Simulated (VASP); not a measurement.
Here is a VASP 6.6.1 calculation.

POSCAR

```
NaCl
1.0
    0.0000000000      2.8470933840      2.8470933840
    2.8470933840      0.0000000000      2.8470933840
    2.8470933840      2.8470933840      0.0000000000
Na Cl
1 1
Direct
    0.0000000000      0.0000000000      0.0000000000
    0.5000000000      0.5000000000      0.5000000000
```

Contents of INCAR.step1:

```
SYSTEM = NaCl
PREC = Accurate
ENCUT = 600
ISMEAR = -1
SIGMA = 0.02
LREAL = .False.
LASPH = .True.
NELM = 80
GGA = PE
ALGO = Normal
EDIFF = 1E-4
LWAVE = .True.
LCHARG = .False.
```

INCAR.step2

```
SYSTEM = NaCl
PREC = Accurate
ENCUT = 600
EDIFF = 1E-6
ISMEAR = -1
SIGMA = 0.02
LREAL = .False.
LASPH = .True.
NELM = 80
ALGO = Normal
ISIF = 3
LWAVE = .False.
LCHARG = .False.
METAGGA = R2SCAN
LMIXTAU = .True.
IBRION = 2
NSW = 80
EDIFFG = -0.005
ISTART = 1
```

The input KPOINTS:

```
regular mesh
0
Gamma
  8 8 8
  0 0 0
```

Potentials or basis: VASP PAW PBE potentials, release 64 (Na_pv, Cl).

Command:

```console
$ cat potpaw_PBE.64/Na_pv/POTCAR potpaw_PBE.64/Cl/POTCAR > POTCAR
$ cp INCAR.step1 INCAR
$ mpirun -np 1 vasp_std > vasp.out
$ cp INCAR.step2 INCAR
$ mpirun -np 1 vasp_std > vasp.out
```

Problem. Predict the band gap on the k mesh.

Solution. 6.03 eV.

Problem. Estimate the space group after relaxing (to 0.1 Å).

Solution. Fm-3m (No. 225).

Problem. What does it give for the relaxed volume?

Solution. 21.87 Å³/atom.

Problem. Estimate the relaxed cell.

Solution. a = 3.955 Å, b = 3.955 Å, c = 3.955 Å, α = 60.00°, β = 60.00°, γ = 60.00°.

Step by step:
```tsv
step	energy change (eV)	largest force (eV/Å)	pressure (GPa)	volume (Å³)
1	0.0000	0.0000	-1.32	46.16
2	-0.0084	0.0000	-0.71	44.90
3	-0.0109	0.0000	-0.25	44.12
4	-0.0087	0.0000	0.77	42.60
5	-0.0113	0.0000	0.02	43.73
```

Caveat: the PAW data sets were made with another functional, which shifts forces and pressure a little. A k mesh can miss the band edges.
